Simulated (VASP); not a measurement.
# InP in VASP: notebook

The runs below take InP through single point, with PBE.

Everything below comes from runs of VASP 6.6.1. Logs are shortened: lines on timing, memory, paths and dates and some standing lists are left out, and cuts for length are marked.

## 1. The cell of the first run

The cell holds a slab with vacuum, 8 atoms: a = 3.918 Å, b = 3.918 Å, c = 23.310 Å, α = 90.00°, β = 90.00°, γ = 90.00°.

## 2. Single point, PBE

Contents of INCAR:

```
SYSTEM = InP
PREC = Accurate
ENCUT = 520
EDIFF = 1E-6
ISMEAR = 0
SIGMA = 0.1
LREAL = .FALSE.
LASPH = .TRUE.
NELM = 80
ALGO = Normal
ISIF = 2
LWAVE = .FALSE.
LCHARG = .TRUE.
LDIPOL = .TRUE.
IDIPOL = 3
DIPOL = 0.5 0.5 0.500
GGA = PE
LELF = .TRUE.
LVHAR = .TRUE.
LVACPOTAV = .TRUE.
NBANDS = 46
```

Contents of KPOINTS:

```
regular mesh
0
G
  9 9 1
  0 0 0
```

Contents of POSCAR:

```
InP
1.0
    3.9175984288      0.0000000000      0.0000000000
    0.0000000000      3.9175984288      0.0000000000
    0.0000000000      0.0000000000     23.3104812448
In P
4 4
Direct
    0.5000000000      0.5000000000      0.3217436792
    0.0000000000      0.0000000000      0.4405812264
    0.5000000000      0.5000000000      0.5594187736
    0.0000000000      0.0000000000      0.6782563208
    0.0000000000      0.0000000000      0.3217436792
    0.5000000000      0.5000000000      0.4405812264
    0.0000000000      0.0000000000      0.5594187736
    0.5000000000      0.5000000000      0.6782563208
```

Potentials or basis: VASP PAW PBE potentials, release 64 (In_d, P).

Launch:

```
$ cat potpaw_PBE.64/In_d/POTCAR potpaw_PBE.64/P/POTCAR > POTCAR
$ mpirun -np 1 vasp_std > vasp.out
```

OUTCAR:

```text
SYSTEM = InP
   PREC = Accurate
   ENCUT = 520
   EDIFF = 1E-6
   ISMEAR = 0
   LREAL = .FALSE.
   LASPH = .TRUE.
   NELM = 80
   ISIF = 2
   GGA = PE

 ion  position               nearest neighbor table
   1  0.500  0.500  0.322-   5 2.77   5 2.77   5 2.77   5 2.77   6 2.77   2 3.92   2 3.92   2 3.92
                             2 3.92
   2  0.000  0.000  0.441-   6 2.77   6 2.77   6 2.77   6 2.77   7 2.77   5 2.77   3 3.92   3 3.92
                             1 3.92   3 3.92   1 3.92   1 3.92   3 3.92   1 3.92
   3  0.500  0.500  0.559-   7 2.77   7 2.77   7 2.77   7 2.77   8 2.77   6 2.77   4 3.92   4 3.92
                             2 3.92   4 3.92   2 3.92   2 3.92   4 3.92   2 3.92
   4  0.000  0.000  0.678-   8 2.77   8 2.77   8 2.77   8 2.77   7 2.77   3 3.92   3 3.92   3 3.92
                             3 3.92
   5  0.000  0.000  0.322-   1 2.77   1 2.77   1 2.77   1 2.77   2 2.77
   6  0.500  0.500  0.441-   2 2.77   2 2.77   2 2.77   2 2.77   3 2.77   1 2.77
   7  0.000  0.000  0.559-   3 2.77   3 2.77   3 2.77   3 2.77   4 2.77   2 2.77
   8  0.500  0.500  0.678-   4 2.77   4 2.77   4 2.77   4 2.77   3 2.77

  LATTYP: Found a simple tetragonal cell.
 ALAT       =     3.9175984288
 C/A-ratio  =     5.9501967005

  Lattice vectors:

 A1 = (   3.9175984288,   0.0000000000,   0.0000000000)
 A2 = (   0.0000000000,   3.9175984288,   0.0000000000)
 A3 = (   0.0000000000,   0.0000000000,  23.3104812448)

Analysis of symmetry for initial positions (statically):
=====================================================================
 Subroutine PRICEL returns:
 Original cell was already a primitive cell.

 Routine SETGRP: Setting up the symmetry group for a
 simple tetragonal supercell.

 Subroutine GETGRP returns: Found 16 space group operations
 (whereof  8 operations were pure point group operations)
 out of a pool of 16 trial point group operations.

The static configuration has the point symmetry C_4v.
 The point group associated with its full space group is D_4h.

Analysis of symmetry for dynamics (positions and initial velocities):
=====================================================================
 Subroutine PRICEL returns:
 Original cell was already a primitive cell.

 Routine SETGRP: Setting up the symmetry group for a
 simple tetragonal supercell.

 Subroutine GETGRP returns: Found 16 space group operations
 (whereof  8 operations were pure point group operations)
 out of a pool of 16 trial point group operations.

The dynamic configuration has the point symmetry C_4v.
 The point group associated with its full space group is D_4h.

 Subroutine INISYM returns: Found 16 space group operations
 (whereof  8 operations are pure point group operations),
 and found     1 'primitive' translations

----------------------------------------------------------------------------------------

                                     Primitive cell

  volume of cell :     357.7594

  direct lattice vectors                    reciprocal lattice vectors
     3.917598429  0.000000000  0.000000000     0.255258424  0.000000000  0.000000000
     0.000000000  3.917598429  0.000000000     0.000000000  0.255258424  0.000000000
     0.000000000  0.000000000 23.310481245     0.000000000  0.000000000  0.042899157

  length of vectors
     3.917598429  3.917598429 23.310481245     0.255258424  0.255258424  0.042899157

  position of ions in fractional coordinates (direct lattice)
     0.500000000  0.500000000  0.321743679
     0.000000000  0.000000000  0.440581226
     0.500000000  0.500000000  0.559418774
     0.000000000  0.000000000  0.678256321
     0.000000000  0.000000000  0.321743679
     0.500000000  0.500000000  0.440581226
     0.000000000  0.000000000  0.559418774
     0.500000000  0.500000000  0.678256321

  ion indices of the primitive-cell ions
   primitive index   ion index
                 1           1
                 2           2
                 3           3
                 4           4
                 5           5
                 6           6
                 7           7
                 8           8

----------------------------------------------------------------------------------------

 KPOINTS: regular mesh

Automatic generation of k-mesh.
 Grid dimensions read from file:
 generate k-points for:    9    9    1

 Generating k-lattice:

  Cartesian coordinates                     Fractional coordinates (reciprocal lattice)
     0.028362047  0.000000000  0.000000000     0.111111111  0.000000000  0.000000000
     0.000000000  0.028362047  0.000000000     0.000000000  0.111111111  0.000000000
     0.000000000  0.000000000  0.042899157     0.000000000  0.000000000  1.000000000

  Length of vectors
     0.028362047  0.028362047  0.042899157

  Shift w.r.t. Gamma in fractional coordinates (k-lattice)
     0.000000000  0.000000000  0.000000000

 Subroutine IBZKPT returns following result:
 ===========================================

 Found     15 irreducible k-points:

 Following reciprocal coordinates:
            Coordinates               Weight
  0.000000  0.000000  0.000000      1.000000
  0.111111  0.000000  0.000000      4.000000
  0.222222  0.000000  0.000000      4.000000
  0.333333  0.000000  0.000000      4.000000
  0.444444  0.000000  0.000000      4.000000
  0.111111  0.111111  0.000000      4.000000
  0.222222  0.111111  0.000000      8.000000
  0.333333  0.111111  0.000000      8.000000
  0.444444  0.111111  0.000000      8.000000
  0.222222  0.222222  0.000000      4.000000
  0.333333  0.222222  0.000000      8.000000
  0.444444  0.222222  0.000000      8.000000
  0.333333  0.333333  0.000000      4.000000
  0.444444  0.333333  0.000000      8.000000
  0.444444  0.444444  0.000000      4.000000
   k-points           NKPTS =     15   k-points in BZ     NKDIM =     15   number of bands    NBANDS=     46
   number of dos      NEDOS =    301   number of ions     NIONS =      8
   total plane-waves  NPLWV = 162000
   dimension x,y,z NGX =    30 NGY =   30 NGZ =  180
   dimension x,y,z NGXF=    60 NGYF=   60 NGZF=  360
   ions per type =               4   4
   NGX,Y,Z   is equivalent  to a cutoff of  12.73, 12.73, 12.84 a.u.
   NGXF,Y,Z  is equivalent  to a cutoff of  25.46, 25.46, 25.67 a.u.
 SYSTEM =  InP
   PREC   = accura    normal or accurate (medium, high low for compatibility)
   ISTART =      0    job   : 0-new  1-cont  2-samecut
   ICHARG =      2    charge: 1-file 2-atom 10-const
   ISPIN  =      1    spin polarized calculation?
   LNONCOLLINEAR =      F non collinear calculations
   LSORBIT =      F    spin-orbit coupling
   LASPH  =      T    aspherical Exc in radial PAW
   ENCUT  =  520.0 eV  38.22 Ry    6.18 a.u.   7.28  7.28 43.34*2*pi/ulx,y,z
   NELM   =     80;   NELMIN=  2; NELMDL= -5     # of ELM steps
   EDIFF  = 0.1E-05   stopping-criterion for ELM
   LREAL  =      F    real-space projection
   EDIFFG = 0.1E-04   stopping-criterion for IOM
   NSW    =      0    number of steps for IOM
   IBRION =     -1    ionic relax: 0-MD 1-quasi-New 2-CG
   NFREE  =      0    steps in history (QN), initial steepest desc. (CG)
   ISIF   =      2    stress and relaxation
   ISYM   =      2    0-nonsym 1-usesym 2-fastsym
   POTIM  = 0.5000    time-step for ionic-motion
   TEBEG  =    0.0;   TEEND  =   0.0 temperature during run
   PSTRESS=    0.0 pullay stress
   NELECT =      72.0000    total number of electrons
   NUPDOWN=      -1.0000    fix difference up-down
   EMIN   =  10.00;   EMAX   =-10.00  energy-range for DOS
   EFERMI =   0.00;   METHOD = LEGACY
   ISMEAR =     0;   SIGMA  =   0.10  broadening in eV -4-tet -1-fermi 0-gaus
   EFERMI_NEDOS =   21; number of points for ismear=-14 and -15
   IALGO  =     38    algorithm
   IMIX   =      4    mixing-type and parameters
     AMIX     =   0.40;   BMIX     =  1.00
     AMIX_MAG =   1.60;   BMIX_MAG =  1.00
  volume/ion in A,a.u.               =      44.72       301.78
  Fermi-wavevector in a.u.,A,eV,Ry     =   0.959376  1.812957 12.522821  0.920401
  Thomas-Fermi vector in A             =   2.088566
   LORBIT       =      0    0 simple, 1 ext, 2 COOP (PROOUT), +10 PAW based schemes
   GGA     = PE    functional components
   LHFCALC =     F    Hartree Fock is set to
   AEXX    =    0.0000 exact exchange contribution
   IVDW    =     0    specifies the selected vdW correction
   LEPSILON=     F    determine dielectric tensor
   LRPA    =     F    only Hartree local field effects (RPA)
 non-spin polarized calculation
 Gauss-broadening in eV      SIGMA  =   0.10
  energy-cutoff  :      520.00
  volume of cell :      357.76
 maximum number of plane-waves:      9665
 NGX is ok and might be reduce to    30
   NGX = 15   NGY = 15   NGZ = 87

 dipolmoment           0.000000      0.000000      0.000000 electrons x Angstroem

 number of electron      72.0000013 magnetization

 dipolmoment           0.000000      0.000000     -0.000000 electrons x Angstroem

 Free energy of the ion-electron system (eV)
  ---------------------------------------------------
  ext. energy  EPLUGINS =         0.00000000
  ---------------------------------------------------
  free energy    TOTEN  =       -31.00802502 eV

  energy without entropy =      -30.98820980  energy(sigma->0) =      -30.99811741

 E-fermi :   0.9799     XC(G=0):  -5.5599

 val. band max:        0.9663100206   @ k =   0.3333   0.0000   0.0000
 cond. band min:       0.9812573913   @ k =   0.2222   0.1111   0.0000
 fundamental gap:      0.0149473707
 Fermi energy:         0.9799299230

 k-point     1 :       0.0000    0.0000    0.0000
  band No.  band energies     occupation
      1     -13.4645      2.00000
      2     -13.4042      2.00000
      3     -13.2908      2.00000
      4     -13.2252      2.00000
      5     -13.2152      2.00000
      6     -13.1976      2.00000
[... 38 lines left out ...]
     45       5.6392      0.00000
     46       6.5375      0.00000

 k-point     2 :       0.1111    0.0000    0.0000
  band No.  band energies     occupation
      1     -13.4486      2.00000
      2     -13.3917      2.00000
      3     -13.2833      2.00000
      4     -13.2173      2.00000
      5     -13.2084      2.00000
      6     -13.2022      2.00000
[... 38 lines left out ...]
     45       5.9557      0.00000
     46       6.5311      0.00000

 k-point     3 :       0.2222    0.0000    0.0000
  band No.  band energies     occupation
      1     -13.4073      2.00000
      2     -13.3611      2.00000
      3     -13.2684      2.00000
      4     -13.2204      2.00000
      5     -13.2142      2.00000
      6     -13.2061      2.00000
[... 38 lines left out ...]
     45       6.3900      0.00000
     46       6.4798      0.00000

 k-point     4 :       0.3333    0.0000    0.0000
  band No.  band energies     occupation
      1     -13.3562      2.00000
      2     -13.3280      2.00000
      3     -13.2574      2.00000
      4     -13.2385      2.00000
      5     -13.2363      2.00000
      6     -13.2284      2.00000
[... 479 lines left out ...]
     45       6.6536      0.00000
     46       6.8589      0.00000

 k-point    14 :       0.4444    0.3333    0.0000
  band No.  band energies     occupation
      1     -13.4339      2.00000
      2     -13.4250      2.00000
      3     -13.3855      2.00000
      4     -13.3807      2.00000
      5     -13.2398      2.00000
      6     -13.2388      2.00000
[... 38 lines left out ...]
     45       6.8999      0.00000
     46       6.9694      0.00000

 k-point    15 :       0.4444    0.4444    0.0000
  band No.  band energies     occupation
      1     -13.4677      2.00000
      2     -13.4649      2.00000
      3     -13.4185      2.00000
      4     -13.4170      2.00000
      5     -13.2304      2.00000
      6     -13.2303      2.00000
[... 38 lines left out ...]
     45       6.5427      0.00000
     46       6.8476      0.00000

------------------------ aborting loop because EDIFF is reached ----------------------------------------

  FORCE on cell =-STRESS in cart. coord.  units (eV):
  Direction    XX          YY          ZZ          XY          YZ          ZX
  --------------------------------------------------------------------------------------
  -------------------------------------------------------------------------------------
  Total       -2.1354921     -2.1354921     -1.6197351      0.0000000      0.0000000      0.0000000
  in kB       -9.5635137     -9.5635137     -7.2537654      0.0000000      0.0000000      0.0000000
  external PRESSURE =      -8.7935976 kB  Pullay stress =       0.0000000 kB

 VOLUME and BASIS-vectors are now :
 -----------------------------------------------------------------------------
  energy-cutoff  :      520.00
  volume of cell :      357.76
      direct lattice vectors                 reciprocal lattice vectors
     3.917598429  0.000000000  0.000000000     0.255258424  0.000000000  0.000000000
     0.000000000  3.917598429  0.000000000     0.000000000  0.255258424  0.000000000
     0.000000000  0.000000000 23.310481245     0.000000000  0.000000000  0.042899157

 POSITION                                       TOTAL-FORCE (eV/Angst)
 -----------------------------------------------------------------------------------
      1.95880      1.95880      7.50000        -0.000000     -0.000000      0.287683
      0.00000      0.00000     10.27016         0.000000     -0.000000     -0.251199
      1.95880      1.95880     13.04032         0.000000      0.000000      0.251199
      0.00000      0.00000     15.81048         0.000000      0.000000     -0.287683
      0.00000      0.00000      7.50000         0.000000      0.000000     -0.062566
      1.95880      1.95880     10.27016        -0.000000      0.000000      0.138362
      0.00000      0.00000     13.04032         0.000000      0.000000     -0.138362
      1.95880      1.95880     15.81048        -0.000000     -0.000000      0.062566
 -----------------------------------------------------------------------------------
    total drift:                                0.000000      0.000000      0.000000

  FREE ENERGIE OF THE ION-ELECTRON SYSTEM (eV)
  ---------------------------------------------------
  free  energy   TOTEN  =       -31.0080250187 eV

  energy  without entropy=      -30.9882097970  energy(sigma->0) =      -30.99811741

 vacuum level on the upper side and lower side of the slab         5.458         5.458
```

It took 9.8 min on 1 thread of Intel Xeon Platinum 8488C (Sapphire Rapids), shared host; peak memory 0.47 GiB.

Results:

```
Free energy            : -31.0080 eV
Largest force          : 0.288 eV/Å
Band gap on the k mesh : zero (bands 36 and 37 overlap by 1.49 eV)
```

Forces on the atoms (eV/Å):
```
In   0.000  0.000  0.288
In   0.000  0.000 -0.251
In   0.000  0.000  0.251
In   0.000  0.000 -0.288
P    0.000  0.000 -0.063
P    0.000  0.000  0.138
P    0.000  0.000 -0.138
P    0.000  0.000  0.063
```

Levels at points of the mesh, in eV from the Fermi level:
```csv
k point,band 33,band 34,band 35,band 36,band 37,band 38,band 39,band 40
"(0.00, 0.00, 0.00)",-1.07,-0.93,-0.93,-0.41,-0.41,-0.27,1.24,1.25
```

Caveat: spin-orbit coupling is left out, which moves the levels of the heavy elements.

## 3. Single point, PBE

Contents of INCAR:

```
PREC = Accurate
ENCUT = 520
EDIFF = 1E-7
ISMEAR = 0
SIGMA = 0.1
LREAL = False
LASPH = True
NELM = 80
ALGO = Normal
ISIF = 2
LWAVE = False
LCHARG = True
LDIPOL = True
IDIPOL = 3
DIPOL = 0.5 0.5 0.500
GGA = PE
LELF = True
LVHAR = True
LVACPOTAV = True
NBANDS = 46
```

Contents of KPOINTS:

```
regular mesh
0
Gamma
  9 9 1
```

Contents of POSCAR:

```
InP
1.0
    3.9175984288      0.0000000000      0.0000000000
    0.0000000000      3.9175984288      0.0000000000
    0.0000000000      0.0000000000     23.3104812448
In P
4 4
Direct
    0.5000000000      0.5000000000      0.3274544371
    0.0000000000      0.0000000000      0.4370514343
    0.5000000000      0.5000000000      0.5629485513
    0.0000000000      0.0000000000      0.6725455819
    0.0000000000      0.0000000000      0.3205919358
    0.5000000000      0.5000000000      0.4444640034
    0.0000000000      0.0000000000      0.5555360032
    0.5000000000      0.5000000000      0.6794080531
```

Potentials or basis: VASP PAW PBE potentials, release 64 (In_d, P).

Launch:

```
$ cat potpaw_PBE.64/In_d/POTCAR potpaw_PBE.64/P/POTCAR > POTCAR
$ mpirun -np 1 vasp_std > vasp.out
```

It took 9.7 min on 1 thread of Intel Xeon Platinum 8488C (Sapphire Rapids), shared host; peak memory 0.48 GiB.

The run converged. Its results:

| Property | Result |
| --- | --- |
| Free energy | -31.0871 eV |
| Largest force | 0.015 eV/Å |
| Band gap on the k mesh | zero (bands 36 and 37 overlap by 1.50 eV) |

Forces on the atoms (eV/Å):
```
In   0.000  0.000  0.010
In   0.000  0.000 -0.011
In   0.000  0.000  0.011
In   0.000  0.000 -0.010
P    0.000  0.000 -0.005
P    0.000  0.000  0.015
P    0.000  0.000 -0.015
P    0.000  0.000  0.005
```

Levels at points of the mesh, in eV from the Fermi level:
```tsv
k point	band 33	band 34	band 35	band 36	band 37	band 38	band 39	band 40
(0.00, 0.00, 0.00)	-1.10	-0.92	-0.92	-0.36	-0.36	-0.24	1.28	1.36
```

Caveat: spin-orbit coupling is left out, which moves the levels of the heavy elements.

The gap in the log of VASP goes by the Fermi energy; the results here count the filled bands.